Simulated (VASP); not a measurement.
# Sc5Al11N16 (Cm) in VASP: single point with PBE

Aim: the single point of Sc5Al11N16 with PBE.

Program: VASP 6.6.1. These are calculated values, not measurements. Logs are shortened: lines on timing, memory, paths and dates and some standing lists are left out, and cuts for length are marked.

## Step 1: The cell of the first run

It takes space group Cm (No. 8, monoclinic). The conventional cell has a = 11.350 Å, b = 6.511 Å, c = 10.251 Å, α = 90.00°, β = 90.04°, γ = 90.00°. Within 2.5 Å of Al (site symmetry m) lie 4 N at 1.91 to 1.99 Å. Within 2.6 Å of Al (site symmetry 1) lie 4 N at 1.93 to 1.99 Å. Within 2.5 Å of Al (site symmetry 1) lie 4 N at 1.90 to 1.97 Å. Within 2.5 Å of Al (site symmetry m) lie 4 N at 1.87 to 1.94 Å. Within 2.5 Å of Al (site symmetry m) lie 4 N at 1.89 to 1.99 Å. Within 2.5 Å of Al (site symmetry m) lie 4 N at 1.89 to 1.97 Å. Within 2.5 Å of Al (site symmetry m) lie 4 N at 1.90 to 1.94 Å. Al (site symmetry m) has 4 N at 1.88 to 1.94 Å within 2.5 Å.

## Step 2: Single point, PBE

Contents of INCAR:

```
PREC = Accurate
ENCUT = 520
EDIFF = 1E-6
ISMEAR = 0
SIGMA = 0.01
LREAL = Auto
LASPH = True
NELM = 100
ALGO = Normal
ISIF = 2
LWAVE = False
LCHARG = False
GGA = PE
NBANDS = 106
```

Contents of KPOINTS:

```
regular mesh
0
Gamma
  4 4 3
```

Contents of POSCAR:

```
Sc5Al11N16
1.0
    6.5109464151      0.0000000000      0.0000000000
   -3.2554732075      5.6748215536     -0.0018783798
    0.0000000000     -0.0033512039     10.2511790645
Al Sc N
11 5 16
Direct
    0.1680216754      0.3360433509      0.5083644368
    0.3366042858      0.1641952969      0.7507297519
    0.1689542259      0.8332553654     -0.0023507048
    0.3315431305      0.6630862610      0.2450248366
    0.3369481637      0.6738963274      0.7551769830
    0.6668110149      0.3336220297     -0.0066024132
    0.6683011114      0.3366022229      0.5064234458
    0.8275910111      0.1641952969      0.7507297519
    0.6643011394      0.8332553654     -0.0023507048
    0.8307748135      0.6615496270      0.2412811067
    0.8335608781      0.6671217562      0.7571233336
    0.1684402268      0.3368804535     -0.0143403853
    0.3383145844      0.1739204278      0.2473463951
    0.1614547096      0.8256227529      0.4979403075
    0.8356058434      0.1739204278      0.2473463951
    0.6641680433      0.8256227529      0.4979403075
    0.1754408519      0.3508817039      0.1862553103
    0.3415844278      0.1838321735      0.4546358602
    0.1685378152      0.3370756305      0.7025560256
    0.3434261378      0.1552063375      0.9385568821
    0.1596220246      0.8182236585      0.1884188332
    0.3217686909      0.6435373818      0.4333433277
    0.1640918531      0.8312612377      0.7028202387
    0.3447574177      0.6895148354      0.9392950173
    0.6756955819      0.3513911637      0.1775551789
    0.8422477457      0.1838321735      0.4546358602
    0.6692389918      0.3384779837      0.6958192183
    0.8117801998      0.1552063375      0.9385568821
    0.6586016339      0.8182236585      0.1884188332
    0.8206813405      0.6413626811      0.4291860009
    0.6671693846      0.8312612377      0.7028202387
    0.8339610453      0.6679220906      0.9433434488
```

Potentials or basis: VASP PAW PBE potentials, release 64 (Al, Sc_sv, N).

Launch:

```bash
> cat potpaw_PBE.64/Al/POTCAR potpaw_PBE.64/Sc_sv/POTCAR potpaw_PBE.64/N/POTCAR > POTCAR
> mpirun -np 1 vasp_std > vasp.out
```

OUTCAR:

```text
PREC = Accurate
   ENCUT = 520
   EDIFF = 1E-6
   ISMEAR = 0
   LREAL = Auto
   LASPH = True
   NELM = 100
   ISIF = 2
   GGA = PE

 ion  position               nearest neighbor table
   1  0.168  0.336  0.508-  22 1.91  26 1.92  18 1.92  19 1.99   8 3.14   2 3.14   5 3.17  14 3.23
                            16 3.23   7 3.26   7 3.26  15 3.27  13 3.27   4 3.28  16 3.32  14 3.32
   2  0.337  0.164  0.751-  20 1.93  23 1.95  27 1.96  19 1.99  12 3.08   6 3.11   7 3.13   1 3.14
                             3 3.15   8 3.20   5 3.21  14 3.23  11 3.27  11 3.27   8 3.31   5 3.33
   3  0.169  0.833  0.998-  24 1.90  20 1.93  21 1.96  32 1.97   5 3.10  11 3.11  10 3.14   2 3.15
                             4 3.16  13 3.21   9 3.23  12 3.25   6 3.27   6 3.28   9 3.29  12 3.30
   4  0.332  0.663  0.245-  17 1.87  22 1.93  21 1.94  29 1.94   9 3.16   3 3.16  14 3.20  16 3.20
                            13 3.22  15 3.22  12 3.24  10 3.26  10 3.26   1 3.28  13 3.32  15 3.32
   5  0.337  0.674  0.755-  24 1.89  23 1.94  31 1.94  19 1.99  12 3.04   9 3.10   3 3.10   1 3.17
                             2 3.21   8 3.21  14 3.22  16 3.22  11 3.26  11 3.26   2 3.33   8 3.33
   6  0.667  0.334  0.993-  25 1.89  28 1.91  20 1.91  32 1.97  11 3.07   8 3.11   2 3.11  10 3.15
                            15 3.20  13 3.20  12 3.26  12 3.26   9 3.27   3 3.27   3 3.28   9 3.28
   7  0.668  0.337  0.506-  30 1.90  18 1.92  26 1.92  27 1.94   2 3.13   8 3.13  11 3.18  16 3.21
                            14 3.21  13 3.24  15 3.24   1 3.26   1 3.26  10 3.29  14 3.33  16 3.33
   8  0.828  0.164  0.751-  28 1.93  31 1.95  27 1.96  19 1.99  12 3.08   6 3.11   7 3.13   1 3.14
                             9 3.15   2 3.20   5 3.21  16 3.23  11 3.27  11 3.27   2 3.31   5 3.33
   9  0.664  0.833  0.998-  24 1.90  28 1.93  29 1.96  32 1.97   5 3.10  11 3.11  10 3.14   8 3.15
[... 17 lines left out ...]
  19  0.169  0.337  0.703-   5 1.99   8 1.99   2 1.99   1 1.99
  20  0.343  0.155  0.939-   6 1.91   3 1.93   2 1.93  12 2.07
  21  0.160  0.818  0.188-  10 1.94   4 1.94   3 1.96  13 2.11
  22  0.322  0.644  0.433-   1 1.91   4 1.93  14 2.05  16 2.05
[... 8 lines left out ...]
  31  0.667  0.831  0.703-   5 1.94  11 1.95   8 1.95  16 2.10
  32  0.834  0.668  0.943-  11 1.91   6 1.97   3 1.97   9 1.97

  LATTYP: Found a base centered monoclinic cell.
 ALAT       =    11.3496437289
 B/A-ratio  =     0.5736696737
 C/A-ratio  =     0.9032159826
 COS(beta)  =    -0.0006579115

  Lattice vectors:

 A1 = (   3.2554732076,   5.6748215536,  -0.0018783798)
 A2 = (  -3.2554732075,   5.6748215536,  -0.0018783798)
 A3 = (   0.0000000000,  -0.0033512039,  10.2511790645)

Analysis of symmetry for initial positions (statically):
=====================================================================
 Subroutine PRICEL returns:
 Original cell was already a primitive cell.

 Routine SETGRP: Setting up the symmetry group for a
 base centered monoclinic supercell.

 Subroutine GETGRP returns: Found  2 space group operations
 (whereof  2 operations were pure point group operations)
[... 182 lines left out ...]
   EFERMI =   0.00;   METHOD = LEGACY
   ISMEAR =     0;   SIGMA  =   0.01  broadening in eV -4-tet -1-fermi 0-gaus
   EFERMI_NEDOS =   21; number of points for ismear=-14 and -15
   IALGO  =     38    algorithm
   IMIX   =      4    mixing-type and parameters
     AMIX     =   0.40;   BMIX     =  1.00
     AMIX_MAG =   1.60;   BMIX_MAG =  1.00
  volume/ion in A,a.u.               =      11.84        79.88
  Fermi-wavevector in a.u.,A,eV,Ry     =   1.248498  2.359319 21.208048  1.558748
  Thomas-Fermi vector in A             =   2.382582
   LORBIT       =      0    0 simple, 1 ext, 2 COOP (PROOUT), +10 PAW based schemes
   GGA     = PE    functional components
   LHFCALC =     F    Hartree Fock is set to
   AEXX    =    0.0000 exact exchange contribution
   IVDW    =     0    specifies the selected vdW correction
   LEPSILON=     F    determine dielectric tensor
   LRPA    =     F    only Hartree local field effects (RPA)
 non-spin polarized calculation
 Gauss-broadening in eV      SIGMA  =   0.01
  energy-cutoff  :      520.00
  volume of cell :      378.77
 maximum number of plane-waves:     10214
   NGX = 25   NGY = 25   NGZ = 39

 number of electron     167.9999996 magnetization

 Free energy of the ion-electron system (eV)
  ---------------------------------------------------
  ext. energy  EPLUGINS =         0.00000000
  ---------------------------------------------------
  free energy    TOTEN  =      -250.81511521 eV

  energy without entropy =     -250.81511521  energy(sigma->0) =     -250.81511521

 E-fermi :   4.7985     XC(G=0): -10.6907

 val. band max:        4.6859692431   @ k =   0.0000   0.0000   0.3333
 cond. band min:       8.1009319097   @ k =   0.0000   0.0000   0.0000
 fundamental gap:      3.4149626666
 Fermi energy:         4.7985221876

 k-point     1 :       0.0000    0.0000    0.0000
  band No.  band energies     occupation
      1     -42.2056      2.00000
      2     -42.1814      2.00000
      3     -42.1779      2.00000
      4     -42.1548      2.00000
      5     -42.0617      2.00000
      6     -21.2062      2.00000
[... 1672 lines left out ...]
     95       9.6611      0.00000
     96       9.7548      0.00000
 [bands above 96 left out]

------------------------ aborting loop because EDIFF is reached ----------------------------------------

  FORCE on cell =-STRESS in cart. coord.  units (eV):
  Direction    XX          YY          ZZ          XY          YZ          ZX
  --------------------------------------------------------------------------------------
  -------------------------------------------------------------------------------------
  Total       -1.0190265     -1.1607658     -2.1618031     -0.0000000      0.0970013      0.0000000
  in kB       -4.3104830     -4.9100408     -9.1444294     -0.0000000      0.4103156      0.0000000
  external PRESSURE =      -6.1216511 kB  Pullay stress =       0.0000000 kB

 VOLUME and BASIS-vectors are now :
 -----------------------------------------------------------------------------
  energy-cutoff  :      520.00
  volume of cell :      378.77
      direct lattice vectors                 reciprocal lattice vectors
     6.510946415  0.000000000  0.000000000     0.153587503  0.088108507  0.000028803
    -3.255473208  5.674821554 -0.001878380     0.000000000  0.176217014  0.000057607
     0.000000000 -0.003351204 10.251179065     0.000000000  0.000032289  0.097549765

 POSITION                                       TOTAL-FORCE (eV/Angst)
 -----------------------------------------------------------------------------------
     -0.00000      1.90528      5.21070        -0.000000     -0.003023      0.000080
      1.65708      0.92926      7.69556        -0.001657      0.001367      0.001719
     -1.61259      4.72523     10.22552         0.000429     -0.002686     -0.001729
      0.00000      3.76208      2.51055         0.000000      0.005118      0.001293
      0.00000      3.82171      7.74019        -0.000000     -0.002676      0.001551
      3.25547      1.88992     10.18287        -0.000000     -0.005641      0.001525
[... 24 lines left out ...]
      1.63776      4.71490      7.20317         0.000354     -0.001415      0.053180
      3.25547      3.78718      9.66913        -0.000000     -0.000242     -0.000316
 -----------------------------------------------------------------------------------
    total drift:                               -0.000043     -0.012228      0.014816

  FREE ENERGIE OF THE ION-ELECTRON SYSTEM (eV)
  ---------------------------------------------------
  free  energy   TOTEN  =      -250.8151152108 eV

  energy  without entropy=     -250.8151152108  energy(sigma->0) =     -250.81511521
```

It took 29 min on 1 thread of Oxide Virtual Turin-like, shared host; peak memory 0.67 GiB.

Results:

- Free energy: -250.8151 eV
- Pressure: -0.6 GPa
- Largest force: 0.086 eV/Å
- Band gap on the k mesh: 3.41 eV (least direct gap 3.43 eV)

Forces in eV/Å, atoms in the order of the input:
```
Al   0.000 -0.003  0.000
Al  -0.002  0.001  0.002
Al   0.000 -0.003 -0.002
Al   0.000  0.005  0.001
Al   0.000 -0.003  0.002
Al   0.000 -0.006  0.002
Al   0.000 -0.004  0.001
Al   0.002  0.001  0.002
Al   0.000 -0.003 -0.002
Al   0.000  0.003  0.002
Al   0.000  0.004  0.000
Sc   0.000 -0.004 -0.012
Sc   0.007 -0.021  0.017
Sc  -0.002  0.010  0.007
Sc  -0.007 -0.021  0.017
Sc   0.002  0.010  0.007
N    0.000  0.076  0.016
N    0.001  0.063  0.039
N    0.000  0.003 -0.011
N    0.053 -0.029 -0.016
N   -0.001 -0.056 -0.020
N    0.000 -0.067 -0.045
N    0.000 -0.001  0.053
N    0.000  0.062 -0.014
N    0.000  0.070 -0.049
N   -0.001  0.063  0.039
N    0.000  0.002 -0.004
N   -0.053 -0.029 -0.016
N    0.001 -0.056 -0.020
N    0.000 -0.067 -0.046
N    0.000 -0.001  0.053
N    0.000  0.000  0.000
```

Stress tensor (GPa, compression positive):
```
-0.43  0.00  0.00
 0.00 -0.49  0.04
 0.00  0.04 -0.91
```

Caveat: an odd mesh through Γ misses points on the zone boundary, where band edges can lie.
